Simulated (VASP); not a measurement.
Set up this calculation in VASP 6.6.1, as the native input.

```
Task                   : single point
Functional             : LDA
Potentials or basis    : VASP PAW LDA potentials, release 64 (K_sv, Br)
Cutoff                 : 520 eV
k mesh                 : 6 × 6 × 6
Occupations            : gaussian, width 0.01 eV
Spin                   : no spin polarisation
Dipole correction      : no
Further INCAR settings : ALGO = Normal; EDIFF = 1e-06; NBANDS = 15
```

The structure of KBr lies in POSCAR:

```
KBr
1.0
    0.0000000000      3.1716155458      3.1716155458
    3.1716155458      0.0000000000      3.1716155458
    3.1716155458      3.1716155458      0.0000000000
K Br
1 1
Direct
    0.0000000000      0.0000000000      0.0000000000
    0.5000000000      0.5000000000      0.5000000000
```

The input as run:

INCAR

```
SYSTEM = KBr
ALGO = Normal
EDIFF = 1E-6
ENCUT = 520
ISIF = 2
ISMEAR = 0
LASPH = .TRUE.
LCHARG = .FALSE.
LREAL = .FALSE.
LWAVE = .FALSE.
NBANDS = 15
NELM = 60
PREC = Accurate
SIGMA = 0.01
```

KPOINTS

```
k-points
0
G
  6 6 6
  0 0 0
```

Potentials or basis: VASP PAW LDA potentials, release 64 (K_sv, Br).

Run with:

```console
$ cat potpaw_LDA.64/K_sv/POTCAR potpaw_LDA.64/Br/POTCAR > POTCAR
$ mpirun -np 1 vasp_std > vasp.out
```

It gave:

```yaml
Pressure: 0.4 GPa
Band_gap_on_the_k_mesh: 4.37 eV, direct
```

Run time: 6.5 s on 1 thread of Intel(R) Xeon(R) Platinum 8559C (Emerald Rapids) (shared host), peak memory 0.17 GiB.
